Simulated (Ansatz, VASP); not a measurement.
**Two plane-wave programs on Ga6GeTe**

INCAR

```
PREC = Accurate
ENCUT = 600
EDIFF = 1E-6
ISMEAR = 0
SIGMA = 0.2
LREAL = F
LASPH = T
NELM = 80
ALGO = Fast
ISIF = 3
LWAVE = F
LCHARG = F
GGA = PE
IBRION = 2
NSW = 36
EDIFFG = -0.08
```

KPOINTS

```
regular mesh
0
Gamma
  4 4 4
```

The input POSCAR:

```
Ga6GeTe
1.0
    2.9600000000      1.7089568000      5.1900000000
   -2.9600000000      1.7089568000      5.1900000000
    0.0000000000     -3.4179135900      5.1900000000
Ga Ge Te
6 1 1
Direct
    0.0830000000      0.7500000000      0.4160000000
    0.7500000000      0.4160000000      0.0830000000
    0.4160000000      0.0830000000      0.7500000000
    0.2500000000      0.5840000000      0.9170000000
    0.5840000000      0.9170000000      0.2500000000
    0.9170000000      0.2500000000      0.5840000000
    0.0000000000      0.0000000000      0.0000000000
    0.5000000000      0.5000000000      0.5000000000
```

Input for Ansatz:

```yaml
crystal:
  lattice:
    - [2.96, 1.7089568, 5.19]
    - [-2.96, 1.7089568, 5.19]
    - [0.0, -3.41791359, 5.19]
  atoms:
    - { symbol: Ga, position: [0.083, 0.75, 0.416] }
    - { symbol: Ga, position: [0.75, 0.416, 0.083] }
    - { symbol: Ga, position: [0.416, 0.083, 0.75] }
    - { symbol: Ga, position: [0.25, 0.584, 0.917] }
    - { symbol: Ga, position: [0.584, 0.917, 0.25] }
    - { symbol: Ga, position: [0.917, 0.25, 0.584] }
    - { symbol: Ge, position: [0.0, 0.0, 0.0] }
    - { symbol: Te, position: [0.5, 0.5, 0.5] }
basis:
  ecutwfc: 420
kpoints:
  mp_grid: { grid: [4, 4, 4] }
hamiltonian:
  xc: pbe
scf:
  occupations: { method: gaussian, width: 0.2 }
  lower_state_search: "off"
output:
  forces: true
  stress: true
  eigenvalues: true
relax:
  adjacent_minimum: "off"
  f_tol: 0.08
  max_steps: 16
  cell: { stress_tol: 0.8 }
```

Alike in both runs: task relaxation of cell and atoms; functional PBE; k mesh 4 × 4 × 4; occupations gaussian, width 0.2 eV; no spin polarisation.

|  | VASP | Ansatz |
| --- | --- | --- |
| version | VASP 6.6.1 | Ansatz 0.2.0 |
| potentials or method | VASP PAW PBE potentials, release 64 (Ga_d, Ge_d, Te), cutoff 600 eV | scalar-relativistic, plane waves, PAW |
| valence electrons in the cell | 98 | 108 |

|  | VASP | Ansatz | Ansatz less VASP |
| --- | --- | --- | --- |
| gap on the k mesh at the Fermi level, each at its own relaxed structure (eV) | none | none | - |
| relaxed volume (Å³/atom) | 21.88 | 21.44 | -0.436 |
| relaxed length of the cell vector where the two differ most in proportion (Å) | 6.001 | 5.960 | -0.0414 |

A gap of «none» marks a metal or a gap that the smearing closes. VASP's potentials hold 98 valence electrons a cell and Ansatz's 108, so a difference there can come from the potentials and not from the codes.

Neither program's run includes spin-orbit coupling.
